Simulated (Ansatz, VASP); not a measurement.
**Two plane-wave programs on Al**

File INCAR:

```
PREC = Accurate ; ENCUT = 520
EDIFF = 1E-6 ; ISMEAR = 0
SIGMA = 0.15 ; LREAL = F
LASPH = T ; NELM = 100
ALGO = Fast ; ISIF = 2
LWAVE = F ; LCHARG = F
GGA = PE ; IVDW = 12
NBANDS = 22
```

The input KPOINTS:

```
regular mesh
0
Gamma
  16 16 2
```

POSCAR

```
Al
1.0
   -2.8144222649      0.0000000000      0.0000000000
   -1.4072111325     -2.4373611784      0.0000000000
   -0.3518027831     -0.6093402946     18.4820941423
Al
8
Direct
    1.0000000000      0.9843750000      0.0625000000
    1.0000000000      0.8593750000      0.5625000000
    0.3333333333      0.1614583333      0.6875000000
    0.3333333333      0.2864583333      0.1875000000
    0.0000000000     -0.2031250000      0.8125000000
    0.0000000000     -0.0781250000      0.3125000000
    0.6666666667      0.4322916667      0.9375000000
    0.6666666667      0.5572916667      0.4375000000
```

Input for Ansatz:

```yaml
crystal:
  lattice:
    - [-2.8144222649, 0.0, 0.0]
    - [-1.4072111325, -2.4373611784, 0.0]
    - [-0.3518027831, -0.6093402946, 18.4820941423]
  atoms:
    - { symbol: Al, position: [1.0, 0.984375, 0.0625] }
    - { symbol: Al, position: [1.0, 0.859375, 0.5625] }
    - { symbol: Al, position: [0.3333333333, 0.1614583333, 0.6875] }
    - { symbol: Al, position: [0.3333333333, 0.2864583333, 0.1875] }
    - { symbol: Al, position: [0.0, -0.203125, 0.8125] }
    - { symbol: Al, position: [0.0, -0.078125, 0.3125] }
    - { symbol: Al, position: [0.6666666667, 0.4322916667, 0.9375] }
    - { symbol: Al, position: [0.6666666667, 0.5572916667, 0.4375] }
basis:
  ecutwfc: 420
kpoints:
  mp_grid: { grid: [16, 16, 2] }
hamiltonian:
  xc: pbe
  pseudopotentials: { kind: paw, azcp: { folder: soft_1 } }
  dispersion: d3bj
scf:
  occupations: { method: gaussian, width: 0.15 }
output:
  forces: true
  stress: true
  eigenvalues: true
```

Alike in both runs: task single point; functional PBE; dispersion D3(BJ); k mesh 16 × 16 × 2; occupations gaussian, width 0.15 eV; no spin polarisation.

```csv
,VASP,Ansatz
version,VASP 6.6.1,Ansatz 0.2.0
potentials or method,"VASP PAW PBE potentials, release 64 (Al), cutoff 520 eV","scalar-relativistic, plane waves, PAW"
valence electrons in the cell,24,24
```

```tsv
	VASP	Ansatz	Ansatz less VASP
gap on the k mesh at the Fermi level (eV)	none	none	-
pressure (GPa)	0.6	0.6	0.00
traceless stress, the component that is largest in VASP (GPa)	1.31	1.31	-0.005
rms of the force components (eV/Å)	0.175	0.175	0.0000
```

Atom by atom the forces differ by 0.000 eV/Å (rms over components). A gap of «none» marks a metal or a gap that the smearing closes.
